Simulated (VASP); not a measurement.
# HfTa3N2: single point with PBE

Crystal: HfTa3N2.

```
Hf Ta N
1.0
     2.50601    1.44684    4.05272
    -2.50601    1.44684    4.05272
     0.00000   -2.89369    4.05272
Hf Ta N
1 3 2
Direct
  0.00000 0.00000 0.00000
  0.00000 0.50000 0.00000
  0.50000 0.00000 0.00000
  0.00000 0.00000 0.50000
  0.62259 0.62259 0.62259
  0.37741 0.37741 0.37741
```

```yaml
Program: VASP 6.6.1
Task: single point
Functional: PBE
Potentials_or_basis: VASP PAW PBE potentials, release 64 (Hf_pv, Ta_pv, N)
Cutoff: 520 eV
k_mesh: 6 × 6 × 6
Occupations: gaussian, width 0.1 eV
Spin: no spin polarisation
Dipole_correction: no
Further_INCAR_settings: ALGO = Normal; EDIFF = 1e-06; NBANDS = 36
```

```yaml
Pressure: 30.6 GPa
Largest_force: 0.054 eV/Å
```

Forces on the atoms (eV/Å):
```
Hf   0.000  0.000  0.000
Ta   0.000  0.000  0.000
Ta   0.000  0.000  0.000
Ta   0.000  0.000  0.000
N    0.000  0.000 -0.054
N    0.000  0.000  0.054
```

Stress tensor (GPa, compression positive):
```
26.77  0.00  0.00
 0.00 26.77  0.00
 0.00  0.00 38.35
```

Levels at points of the mesh, in eV from the Fermi level:
```csv
k point,band 22,band 23,band 24,band 25,band 26,band 27,band 28,band 29,band 30,band 31
"(0.00, 0.00, 0.00)",-2.22,-2.22,-2.04,-1.95,-1.95,-1.82,1.83,1.97,1.97,4.34
"(0.50, 0.00, 0.00)",-2.36,-2.35,-1.75,-0.18,0.19,0.43,0.44,0.59,0.83,1.19
"(0.50, 0.50, 0.00)",-2.97,-1.06,-0.87,-0.02,0.06,0.25,0.38,0.87,1.12,1.46
"(0.50, 0.50, 0.50)",-2.71,-2.34,-1.67,-0.03,0.31,0.31,1.21,1.70,1.70,1.91
```

Wall time 95 s on 1 thread of Intel(R) Xeon(R) Platinum 8488C (Sapphire Rapids) (shared host), peak memory 0.29 GiB.

Caveat: spin-orbit coupling is left out, which moves the levels of the heavy elements.
